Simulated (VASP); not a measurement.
# ZrSc (P-6m2) in VASP: notebook, part 2 of 2

VASP 6.6.1.

### 3 Single point, LDA

This run uses another cell than the first one, of 22.03 Å³/atom.

File INCAR:

```
ALGO = Fast
EDIFF = 1E-7
ENCUT = 520
ISIF = 2
ISMEAR = -1
LASPH = T
LCHARG = F
LREAL = F
LWAVE = F
NBANDS = 18
NELM = 100
PREC = Accurate
SIGMA = 0.15
```

File KPOINTS:

```
k-points
0
Gamma
  15 15 8
```

File POSCAR:

```
ZrSc
1.0
    3.1732789445      0.0000000000      0.0000000000
   -1.5866394723      2.7481401792      0.0000000000
    0.0000000000      0.0000000000      5.0528596168
Zr Sc
1 1
Direct
    0.6666666667      0.3333333333      0.0000000000
    0.0000000000      0.0000000000      0.5000000000
```

Potentials or basis: VASP PAW LDA potentials, release 64 (Zr_sv, Sc_sv).

The run is started by

```
cat potpaw_LDA.64/Zr_sv/POTCAR potpaw_LDA.64/Sc_sv/POTCAR > POTCAR
mpirun -np 1 vasp_std > vasp.out
```

Wall time 6.1 min (1 thread of AMD EPYC 7R43 (Zen 3), shared host); peak memory 0.19 GiB.

Results (log left out):

| Quantity | Value |
| --- | --- |
| Free energy | -16.1219 eV |
| Pressure | 0.1 GPa |
| Band gap on the k mesh | zero (an odd number of electrons rules out a gap without spin polarisation) |

Levels at points of the mesh, in eV from the Fermi level:
```csv
k point,band 9,band 10,band 11,band 12,band 13,band 14,band 15,band 16
"(0.00, 0.00, 0.00)",-5.41,-2.48,1.22,1.28,1.28,1.59,2.07,2.07
"(0.00, 0.00, 0.50)",-3.90,-3.48,0.15,0.98,1.07,1.07,1.52,1.52
```

### 4 Single point, LDA (22.47 Å³/atom)

This run uses another cell than the first one, of 22.47 Å³/atom.

INCAR: that of step 3 with these lines changed.

```diff
@@ -1,4 +1,5 @@
-ALGO = Fast
-EDIFF = 1E-7
+ALGO = Normal
+EDIFF = 1E-6
 ENCUT = 520
+GGA = CA
 ISIF = 2
```

KPOINTS is that of step 3.

File POSCAR:

```
ZrSc
1.0
    3.1946613348      0.0000000000      0.0000000000
   -1.5973306674      2.7666578724      0.0000000000
    0.0000000000      0.0000000000      5.0851556819
Zr Sc
1 1
Direct
    0.6666666667      0.3333333333      0.0000000000
    0.0000000000      0.0000000000      0.5000000000
```

Potentials or basis: VASP PAW LDA potentials, release 64 (Zr_sv, Sc_sv).

The run is started by

```
cat potpaw_LDA.64/Zr_sv/POTCAR potpaw_LDA.64/Sc_sv/POTCAR > POTCAR
mpirun -np 1 vasp_std > vasp.out
```

OUTCAR:

```text
EDIFF = 1E-6
   ENCUT = 520
   GGA = CA
   ISIF = 2
   ISMEAR = -1
   LASPH = T
   LREAL = F
   NELM = 100
   PREC = Accurate

 ion  position               nearest neighbor table
   1  0.667  0.333  0.000-   2 3.14   2 3.14   2 3.14   2 3.14   2 3.14   2 3.14
   2  0.000  0.000  0.500-   1 3.14   1 3.14   1 3.14   1 3.14   1 3.14   1 3.14

  LATTYP: Found a hexagonal cell.
 ALAT       =     3.1946613348
 C/A-ratio  =     1.5917667474

[... 689 lines left out ...]
     18      11.0952      0.00000

 [... further k-points ...]

------------------------ aborting loop because EDIFF is reached ----------------------------------------

  FORCE on cell =-STRESS in cart. coord.  units (eV):
  Direction    XX          YY          ZZ          XY          YZ          ZX
  --------------------------------------------------------------------------------------
  -------------------------------------------------------------------------------------
  Total       -0.4113508     -0.4113508     -0.3982766      0.0000000      0.0000000      0.0000000
  in kB      -14.6635251    -14.6635251    -14.1974652      0.0000000      0.0000000      0.0000000
  external PRESSURE =     -14.5081718 kB  Pullay stress =       0.0000000 kB

 VOLUME and BASIS-vectors are now :
 -----------------------------------------------------------------------------
  energy-cutoff  :      520.00
  volume of cell :       44.95
      direct lattice vectors                 reciprocal lattice vectors
     3.194661335  0.000000000  0.000000000     0.313022225  0.180723466  0.000000000
    -1.597330667  2.766657872  0.000000000     0.000000000  0.361446932  0.000000000
     0.000000000  0.000000000  5.085155682     0.000000000  0.000000000  0.196650813

 POSITION                                       TOTAL-FORCE (eV/Angst)
 -----------------------------------------------------------------------------------
      1.59733      0.92222      0.00000        -0.000000      0.000000      0.000000
      0.00000      0.00000      2.54258         0.000000      0.000000      0.000000
 -----------------------------------------------------------------------------------
    total drift:                               -0.000000      0.000000      0.000000

  FREE ENERGIE OF THE ION-ELECTRON SYSTEM (eV)
  ---------------------------------------------------
  free  energy   TOTEN  =       -16.1185401749 eV

  energy  without entropy=      -15.9102565164  energy(sigma->0) =      -16.01439835
```

Wall time 85 s (1 thread of AMD EPYC 7R43 (Zen 3), shared host); peak memory 0.19 GiB.

What came out:

| Quantity | Value |
| --- | --- |
| Free energy | -16.1185 eV |
| Pressure | -1.5 GPa |
| Band gap on the k mesh | zero (an odd number of electrons rules out a gap without spin polarisation) |

Levels at points of the mesh, in eV from the Fermi level:
| k point | band 9 | band 10 | band 11 | band 12 | band 13 | band 14 | band 15 | band 16 |
| --- | --- | --- | --- | --- | --- | --- | --- | --- |
| (0.00, 0.00, 0.00) | -5.38 | -2.44 | 1.16 | 1.26 | 1.26 | 1.58 | 2.04 | 2.04 |
| (0.00, 0.00, 0.50) | -3.89 | -3.48 | 0.16 | 0.97 | 1.06 | 1.06 | 1.50 | 1.50 |

### 5 Summary

| cell | gap on the mesh (eV) | pressure (GPa) |
| --- | --- | --- |
| a = 3.151, b = 3.151, c = 5.021 Å, angles 90.0, 90.0, 120.0°, 2 atoms | none | 1.8 |
| a = 3.173, b = 3.173, c = 5.053 Å, angles 90.0, 90.0, 120.0°, 2 atoms | none | 0.1 |
| a = 3.195, b = 3.195, c = 5.085 Å, angles 90.0, 90.0, 120.0°, 2 atoms | none | -1.5 |

Alike in all rows: task single point; level LDA; potentials or basis VASP PAW LDA potentials, release 64 (Zr_sv, Sc_sv); no spin polarisation; k mesh 15 × 15 × 8; cutoff (eV) 520; smearing fermi-dirac 0.15 eV.

Absolute energies hang on the potentials; compare differences alone.
